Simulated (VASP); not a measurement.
# V (R-3m) in VASP: a series of runs, part 2 of 2

VASP 6.6.1. Earlier steps stand in the parts before.

### Step 3. Single point, PBE, collinear spin, ferromagnetic start

INCAR reads:

```
SYSTEM = V
PREC = Accurate
ENCUT = 520
EDIFF = 1E-6
ISMEAR = 0
SIGMA = 0.1
LREAL = .FALSE.
LASPH = .TRUE.
NELM = 150
ALGO = Fast
ISIF = 2
LWAVE = .FALSE.
LCHARG = .FALSE.
ISPIN = 2
MAGMOM = 2 2
LORBIT = 11
LMAXMIX = 4
GGA = PE
NBANDS = 24
```

KPOINTS reads:

```
Automatic mesh
0
G
  6 6 6
  0 0 0
```

POSCAR reads:

```
V
1.0
    1.6937262648      0.9778733149      2.9486237127
   -1.6937262648      0.9778733149      2.9486237127
    0.0000000000     -1.9557466298      2.9486237127
V
2
Direct
    0.2336400000      0.2336400000      0.2336400000
    0.7663600000      0.7663600000      0.7663600000
```

Potentials or basis: VASP PAW PBE potentials, release 64 (V_sv).

Started as:

```bash
$ cat potpaw_PBE.64/V_sv/POTCAR > POTCAR
$ mpirun -np 1 vasp_std > vasp.out
```

OUTCAR:

```text
SYSTEM = V
   PREC = Accurate
   ENCUT = 520
   EDIFF = 1E-6
   ISMEAR = 0
   LREAL = .FALSE.
   LASPH = .TRUE.
   NELM = 150
   ISIF = 2
   ISPIN = 2
   LORBIT = 11
   GGA = PE

 ion  position               nearest neighbor table
   1  0.234  0.234  0.234-   2 2.29   2 2.29   2 2.29   2 2.63   2 2.63   2 2.63
   2  0.766  0.766  0.766-   1 2.29   1 2.29   1 2.29   1 2.63   1 2.63   1 2.63

  LATTYP: Found a trigonal (rhomboedric) cell.
 ALAT       =     3.5382660555
 COS(alpha) =     0.5417151843

  Lattice vectors:

 A1 = (   1.6937262648,   0.9778733149,   2.9486237127)
 A2 = (  -1.6937262648,   0.9778733149,   2.9486237127)
 A3 = (   0.0000000000,  -1.9557466298,   2.9486237127)

Analysis of symmetry for initial positions (statically):
=====================================================================
 Subroutine PRICEL returns:
 Original cell was already a primitive cell.

 Routine SETGRP: Setting up the symmetry group for a
 trigonal (rhombohedral) supercell.

 Subroutine GETGRP returns: Found 12 space group operations
 (whereof 12 operations were pure point group operations)
 out of a pool of 12 trial point group operations.

The static configuration has the point symmetry D_3d.

Analysis of symmetry for dynamics (positions and initial velocities):
=====================================================================
 Subroutine PRICEL returns:
 Original cell was already a primitive cell.

 Routine SETGRP: Setting up the symmetry group for a
 trigonal (rhombohedral) supercell.

 Subroutine GETGRP returns: Found 12 space group operations
 (whereof 12 operations were pure point group operations)
 out of a pool of 12 trial point group operations.

The dynamic configuration has the point symmetry D_3d.

Analysis of structural, dynamic, and magnetic symmetry:
=====================================================================
 Subroutine PRICEL returns:
 Original cell was already a primitive cell.

 Routine SETGRP: Setting up the symmetry group for a
[... 153 lines left out ...]
  ---------------------------------------------------
  free energy    TOTEN  =       -15.90839117 eV

  energy without entropy =      -15.89621796  energy(sigma->0) =      -15.90230456

 E-fermi :   8.9043     XC(G=0): -12.3036

 val. band max:        8.8720957517   @ k =   0.5000   0.3333   0.1667
 cond. band min:       8.9291204954   @ k =  -0.3333  -0.3333   0.1667
 fundamental gap:      0.0570247437
 Fermi energy:         8.9043369179

 spin component 1

 k-point     1 :       0.0000    0.0000    0.0000
  band No.  band energies     occupation
      1     -54.9852      1.00000
      2     -54.3977      1.00000
      3     -29.0027      1.00000
      4     -29.0027      1.00000
      5     -28.9671      1.00000
      6     -28.2272      1.00000
[... 637 lines left out ...]
     23      23.1824      0.00000
     24      26.0295      0.00000

 [... further k-points ...]

 spin component 2

 k-point     1 :       0.0000    0.0000    0.0000
  band No.  band energies     occupation
      1     -54.9852      1.00000
      2     -54.3977      1.00000
      3     -29.0027      1.00000
      4     -29.0027      1.00000
      5     -28.9671      1.00000
      6     -28.2272      1.00000
[... 637 lines left out ...]
     23      23.1824      0.00000
     24      26.0304      0.00000

 [... further k-points ...]

------------------------ aborting loop because EDIFF is reached ----------------------------------------

  FORCE on cell =-STRESS in cart. coord.  units (eV):
  Direction    XX          YY          ZZ          XY          YZ          ZX
  --------------------------------------------------------------------------------------
  -------------------------------------------------------------------------------------
  Total        0.4023442      0.4023442      0.9166666     -0.0000000     -0.0000000      0.0000000
  in kB       21.9994515     21.9994515     50.1216753     -0.0000000     -0.0000000      0.0000000
  external PRESSURE =      31.3735261 kB  Pullay stress =       0.0000000 kB

 VOLUME and BASIS-vectors are now :
 -----------------------------------------------------------------------------
  energy-cutoff  :      520.00
  volume of cell :       29.30
      direct lattice vectors                 reciprocal lattice vectors
     1.693726265  0.977873315  2.948623713     0.295207089  0.170437892  0.113047091
    -1.693726265  0.977873315  2.948623713    -0.295207089  0.170437892  0.113047091
     0.000000000 -1.955746630  2.948623713     0.000000000 -0.340875784  0.113047091

 POSITION                                       TOTAL-FORCE (eV/Angst)
 -----------------------------------------------------------------------------------
      0.00000      0.00000      2.06675         0.000000     -0.000000      3.086033
      0.00000      0.00000      6.77912         0.000000      0.000000     -3.086033
 -----------------------------------------------------------------------------------
    total drift:                                0.000000     -0.000000     -0.000000

  FREE ENERGIE OF THE ION-ELECTRON SYSTEM (eV)
  ---------------------------------------------------
  free  energy   TOTEN  =       -15.9083911653 eV

  energy  without entropy=      -15.8962179583  energy(sigma->0) =      -15.90230456

 total charge

# of ion       s       p       d       tot
------------------------------------------
    1        2.344   6.158   3.287  11.789
    2        2.344   6.158   3.287  11.789
--------------------------------------------------
tot          4.688  12.315   6.575  23.578

 magnetization (x)

# of ion       s       p       d       tot
------------------------------------------
    1        0.000   0.000   0.000   0.000
    2        0.000   0.000   0.000   0.000
--------------------------------------------------
tot          0.000   0.000   0.000   0.000
```

Run time: 69 s. Hardware: 1 thread of AMD EPYC 7R13, shared host; peak memory 0.16 GiB.

What came out:

```yaml
Free_energy: -15.9084 eV
Pressure: 3.1 GPa
Largest_force: 3.086 eV/Å
Band_gap_on_the_k_mesh: zero (filled and empty bands overlap)
Net_moment: 0.00 μB per cell
Valence_electrons_inside_the_program's_atomic_spheres: V 11.79
```

Forces on the atoms (eV/Å):
```
V    0.000  0.000  3.086
V    0.000  0.000 -3.086
```

Stress tensor (GPa, compression positive):
```
2.20 0.00 0.00
0.00 2.20 0.00
0.00 0.00 5.01
```

Caveat: the k points lie up to 0.38 Å⁻¹ apart, too coarse for converged energies and pressures of a metal; forces of over 1 eV/Å act on the atoms, so gaps and moduli don't describe the material at rest.

### Step 4. Single point, PBE

This run uses another cell than the first one: it holds 1 atom, not 2.

INCAR reads:

```
PREC = Accurate
ENCUT = 520
EDIFF = 1E-6
ISMEAR = 0
SIGMA = 0.1
LREAL = F
LASPH = T
NELM = 80
ALGO = Fast
ISIF = 2
LWAVE = F
LCHARG = F
GGA = PE
NBANDS = 12
```

KPOINTS reads:

```
Automatic mesh
0
Gamma
  24 24 24
```

POSCAR reads:

```
V
1.0
    1.4237186981      0.8219843736      1.9649129072
   -1.4237186981      0.8219843736      1.9649129072
    0.0000000000     -1.6439687471      1.9649129072
V
1
Direct
    0.5000000000      0.5000000000      0.5000000000
```

Started as:

```bash
$ cat potpaw_PBE.64/V_sv/POTCAR > POTCAR
$ mpirun -np 1 vasp_std > vasp.out
```

Wall time 3.5 min (1 thread of AMD EPYC 7R13, shared host); peak memory 0.27 GiB.

Results (log left out):

```yaml
Free_energy: -8.7532 eV
Pressure: 0.3 GPa
Band_gap_on_the_k_mesh: zero (an odd number of electrons rules out a gap without spin polarisation)
```

Levels at points of the mesh, in eV from the Fermi level:
```csv
k point,band 2,band 3,band 4,band 5,band 6,band 7,band 8,band 9,band 10,band 11
"(0.00, 0.00, 0.00)",-37.27,-37.27,-37.00,-6.71,-0.51,-0.51,1.65,2.35,2.35,17.45
"(0.50, 0.00, 0.00)",-38.07,-37.29,-37.14,-3.16,-0.61,0.41,1.43,2.65,3.42,8.71
"(0.50, 0.50, 0.00)",-38.04,-37.67,-37.29,-3.37,-2.42,2.95,3.42,3.70,4.00,11.79
"(0.50, 0.50, 0.50)",-38.10,-37.51,-37.51,-3.18,-0.29,-0.29,2.98,3.74,3.74,11.24
```

### Step 5. Relaxation of cell and atoms, PBE

This run uses another cell than the first one: it holds 1 atom, not 2.

INCAR reads:

```
PREC = Accurate ; ENCUT = 600
EDIFF = 1E-7 ; ISMEAR = 0
SIGMA = 0.1 ; LREAL = F
LASPH = T ; NELM = 100
ALGO = Fast ; ISIF = 3
LWAVE = F ; LCHARG = F
GGA = PE ; IBRION = 2
NSW = 100 ; EDIFFG = -0.01
```

KPOINTS is that of step 4.

POSCAR reads:

```
V
1.0
    1.4304626074      0.8258779715      1.9462534749
   -1.4304626074      0.8258779715      1.9462534749
    0.0000000000     -1.6517559429      1.9462534749
V
1
Direct
    0.5000000000      0.5000000000      0.5000000000
```

Potentials or basis: VASP PAW PBE potentials, release 64 (V_sv).

Started as:

```bash
$ cat potpaw_PBE.64/V_sv/POTCAR > POTCAR
$ mpirun -np 1 vasp_std > vasp.out
```

OUTCAR:

```text
PREC = Accurate
   ENCUT = 600
   EDIFF = 1E-7
   ISMEAR = 0
   LREAL = F
   LASPH = T
   NELM = 100
   ISIF = 3
   GGA = PE
   IBRION = 2
   NSW = 100
   EDIFFG = -0.01

 ion  position               nearest neighbor table
   1  0.500  0.500  0.500-

  LATTYP: Found a trigonal (rhomboedric) cell.
 ALAT       =     2.5526849166
 COS(alpha) =     0.3719581406

  Lattice vectors:

 A1 = (   1.4304626074,   0.8258779715,   1.9462534749)
 A2 = (  -1.4304626074,   0.8258779715,   1.9462534749)
 A3 = (   0.0000000000,  -1.6517559429,   1.9462534749)

Analysis of symmetry for initial positions (statically):
=====================================================================
 Subroutine PRICEL returns:
 Original cell was already a primitive cell.
[... 361 lines left out ...]

 k-point     1 :       0.0000    0.0000    0.0000
  band No.  band energies     occupation
      1     -54.2527      2.00000
      2     -27.6580      2.00000
      3     -27.6580      2.00000
      4     -27.3888      2.00000
      5       2.9051      2.00000
      6       9.1164      2.00000
      7       9.1164      2.00000
      8      11.2538      0.00000
      9      11.9559      0.00000
     10      11.9559      0.00000
[... 287 lines left out ...]
 k-point    24 :       0.4583    0.0417   -0.0000
  band No.  band energies     occupation
      1     -54.0995      2.00000
      2     -28.4351      2.00000
      3     -27.6832      2.00000
      4     -27.5302      2.00000
      5       6.4630      2.00000
      6       9.0194      2.00000
      7       9.7250      0.12395
      8      11.0648      0.00000
      9      12.2879      0.00000
     10      13.0691      0.00000

 [... further k-points ...]

------------------------ aborting loop because EDIFF is reached ----------------------------------------

  FORCE on cell =-STRESS in cart. coord.  units (eV):
  Direction    XX          YY          ZZ          XY          YZ          ZX
  --------------------------------------------------------------------------------------
  -------------------------------------------------------------------------------------
  Total        0.0021881      0.0021881     -0.0006760      0.0000000     -0.0000000      0.0000000
  in kB        0.2537941      0.2537941     -0.0784111      0.0000000     -0.0000000      0.0000000
  external PRESSURE =       0.1430591 kB  Pullay stress =       0.0000000 kB
[... 16 lines left out ...]
  FREE ENERGIE OF THE ION-ELECTRON SYSTEM (eV)
  ---------------------------------------------------
  free  energy   TOTEN  =        -8.7531215428 eV

  energy  without entropy=       -8.7442986121  energy(sigma->0) =       -8.74871008

 reached required accuracy - stopping structural energy minimisation
```

It took 12 min on 1 thread of AMD EPYC 7R13, shared host; peak memory 0.32 GiB.

What came out:

| Quantity | Value |
| --- | --- |
| Free energy | -8.7531 eV |
| Relaxed volume | 13.81 Å³/atom |
| Relaxed cell | a = 2.564 Å, b = 2.564 Å, c = 2.564 Å, α = 67.47°, β = 67.47°, γ = 67.47° |
| Space group after relaxing (to 0.1 Å) | R-3m (No. 166) |
| Energy gained by relaxing | 0.5 meV/atom |
| Ionic steps | 6 |
| Pressure after relaxing | 0.0 GPa |
| Band gap on the k mesh | zero (an odd number of electrons rules out a gap without spin polarisation) |

The path:
| step | energy change (eV) | largest force (eV/Å) | pressure (GPa) | volume (Å³) |
| --- | --- | --- | --- | --- |
| 1 | 0.0000 | 0.0000 | 0.17 | 13.80 |
| 2 | -0.0003 | 0.0000 | -0.15 | 13.83 |
| 3 | -0.0002 | 0.0000 | -1.04 | 13.90 |
| 4 | -0.0003 | 0.0000 | -0.59 | 13.86 |
| 5 | -0.0004 | 0.0000 | -0.24 | 13.83 |
| 6 | -0.0005 | 0.0000 | 0.01 | 13.81 |

Final structure:
```xyz
1
Lattice="1.4237 0.8220 1.9672 -1.4237 0.8220 1.9672 0.0000 -1.6440 1.9672" Properties=species:S:1:pos:R:3 pbc="T T T"
V     0.0000    0.0000    2.9508
```

### Step 6. Overview

| task | spin | cell | k mesh | cutoff (eV) | gap on the mesh (eV) | pressure (GPa) | relaxed volume (Å³/atom) | largest force (eV/Å) |
| --- | --- | --- | --- | --- | --- | --- | --- | --- |
| relaxation of cell and atoms | off | relaxed from a = 3.538 Å, angles 57.2°, 2 atoms, atomic positions A | 6 × 6 × 6 | 600 | none | 0.0 | 13.88 | 0.04 |
| single point | collinear, ferromagnetic start | a = 3.538 Å, angles 57.2°, 2 atoms, atomic positions A | 6 × 6 × 6 | 520 | none | 3.1 | - | 3.09 |
| single point | off | a = 2.562 Å, angles 67.5°, 1 atom, atomic positions B | 24 × 24 × 24 | 520 | none | 0.3 | - | - |
| relaxation of cell and atoms | off | relaxed from a = 2.553 Å, angles 68.2°, 1 atom, atomic positions B | 24 × 24 × 24 | 600 | none | 0.0 | 13.81 | - |

Alike in all rows: level PBE; potentials or basis VASP PAW PBE potentials, release 64 (V_sv); smearing gaussian 0.1 eV.

Caveats: some runs use coarse meshes; a cell axis changed by over 15 % at a fixed basis, so the end point is rough (at least some runs); forces of over 1 eV/Å act on the atoms, so gaps and moduli don't describe the material at rest (at least some runs).

Absolute energies hang on the potentials; compare differences alone.
